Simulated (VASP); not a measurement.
Write the native input for VASP 6.6.1 that does the following.

* Task: single point
* Functional: r2SCAN
* Dispersion: D4
* Potentials or basis: VASP PAW PBE potentials, release 64 (Al, N)
* Cutoff: 520 eV
* k mesh: 10 × 10 × 10
* Occupations: gaussian, width 0.05 eV
* Spin: no spin polarisation
* Dipole correction: no
* Further INCAR settings: ALGO = Normal; EDIFF = 1e-07; NBANDS = 11

Crystal: AlN.

```
CELL_PARAMETERS angstrom
0.00000 2.03946 2.03946
2.03946 0.00000 2.03946
2.03946 2.03946 0.00000
ATOMIC_POSITIONS crystal
Al 0.00000 0.00000 0.00000
N 0.50000 0.50000 0.50000
```

This cell differs from its parent crystal: volume scaled by 1.04.

The input as run:

POSCAR

```
AlN
1.0
    0.0000000000      2.0394636906      2.0394636906
    2.0394636906      0.0000000000      2.0394636906
    2.0394636906      2.0394636906      0.0000000000
Al N
1 1
Direct
    0.0000000000      0.0000000000      0.0000000000
    0.5000000000      0.5000000000      0.5000000000
```

INCAR.step1

```
PREC     = Accurate       # precision mode
ENCUT    = 520            # plane-wave cutoff, eV
ISMEAR   = 0              # smearing method
SIGMA    = 0.05           # smearing width, eV
LREAL    = F              # projectors in reciprocal space
LASPH    = T              # aspherical terms in the spheres
NELM     = 100            # most SCF steps
NBANDS   = 11             # bands
GGA      = PE             # functional
ALGO     = Normal         # electronic algorithm
EDIFF    = 1E-4           # SCF threshold, eV
LWAVE    = T              # write WAVECAR
LCHARG   = F              # write CHGCAR
```

INCAR.step2

```
PREC     = Accurate       # precision mode
ENCUT    = 520            # plane-wave cutoff, eV
EDIFF    = 1E-7           # SCF threshold, eV
ISMEAR   = 0              # smearing method
SIGMA    = 0.05           # smearing width, eV
LREAL    = F              # projectors in reciprocal space
LASPH    = T              # aspherical terms in the spheres
NELM     = 100            # most SCF steps
ALGO     = Normal         # electronic algorithm
ISIF     = 2              # what is computed and relaxed
LWAVE    = F              # write WAVECAR
LCHARG   = F              # write CHGCAR
METAGGA  = R2SCAN         # meta-GGA
LMIXTAU  = T            
IVDW     = 13             # dispersion correction
VDW_S6   = 1.0          
VDW_S8   = 0.6018749    
VDW_A1   = 0.51559235   
VDW_A2   = 5.77342911   
NBANDS   = 11             # bands
ISTART   = 1
```

KPOINTS

```
regular mesh
0
Gamma
  10 10 10
```

Potentials or basis: VASP PAW PBE potentials, release 64 (Al, N).

Run with:

```sh
$ cat potpaw_PBE.64/Al/POTCAR potpaw_PBE.64/N/POTCAR > POTCAR
$ cp INCAR.step1 INCAR
$ mpirun -np 1 vasp_std > vasp.out
$ cp INCAR.step2 INCAR
$ mpirun -np 1 vasp_std > vasp.out
```

It gave:

```yaml
Pressure: -11.0 GPa
Band_gap_on_the_k_mesh: 5.22 eV, indirect (least direct gap 6.13 eV)
Dispersion_energy_per_atom: -0.135 eV
```

Caveat: the PAW data sets were made with another functional, which shifts forces and pressure a little.

It took 28 s on 1 thread of Intel Xeon 6975P-C, with other jobs on the host, peak memory 0.14 GiB.
